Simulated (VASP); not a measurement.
Crystal: PdCl (CsCl type).

```xyz
2
Lattice="2.7144 0.0000 0.0000 0.0000 2.7144 0.0000 0.0000 0.0000 2.7144" Properties=species:S:1:pos:R:3 pbc="T T T"
Pd    0.0000    0.0000    0.0000
Cl    1.3572    1.3572    1.3572
```

| Property | Result |
| --- | --- |
| Program | VASP 6.6.1 |
| Task | relaxation of cell and atoms |
| Functional | PBE |
| Potentials or basis | VASP PAW PBE potentials, release 64 (Pd, Cl) |
| Cutoff | 600 eV |
| k mesh | 15 × 15 × 15 |
| Occupations | fermi-dirac, width 0.08 eV |
| Spin | no spin polarisation |

At the start: pressure 170.1 GPa; volume 10.00 Å³/atom.

Problem. How do energy, volume and symmetry change on relaxing?

Solution. Over 7 steps the energy falls by 2156.2 meV/atom and the volume is 17.08 Å³/atom (+70.8 %); space group Pm-3m (No. 221, to 0.1 Å) before and after.

Step by step:
| step | energy change (eV) | largest force (eV/Å) | pressure (GPa) | volume (Å³) |
| --- | --- | --- | --- | --- |
| 1 | 0.0000 | 0.0000 | 170.07 | 20.00 |
| 2 | -2.4997 | 0.0000 | -7.93 | 69.15 |
| 3 | -2.9794 | 0.0000 | -8.74 | 59.85 |
| 4 | -3.3836 | 0.0000 | -9.66 | 52.81 |
| 5 | -4.3115 | 0.0000 | 0.79 | 33.80 |
| 6 | -4.3109 | 0.0000 | -1.00 | 34.61 |
| 7 | -4.3124 | 0.0000 | -0.02 | 34.15 |

Final structure:
```
Pd Cl
1.0
     3.24439    0.00000    0.00000
     0.00000    3.24439    0.00000
     0.00000    0.00000    3.24439
Pd Cl
1 1
Direct
  0.00000 0.00000 0.00000
  0.50000 0.50000 0.50000
```

Caveat: the volume moved by over 15 % at a fixed basis, so the end points are rough; an odd number of electrons without spin polarisation forces a metal; a magnetic or distorted state may lie lower.
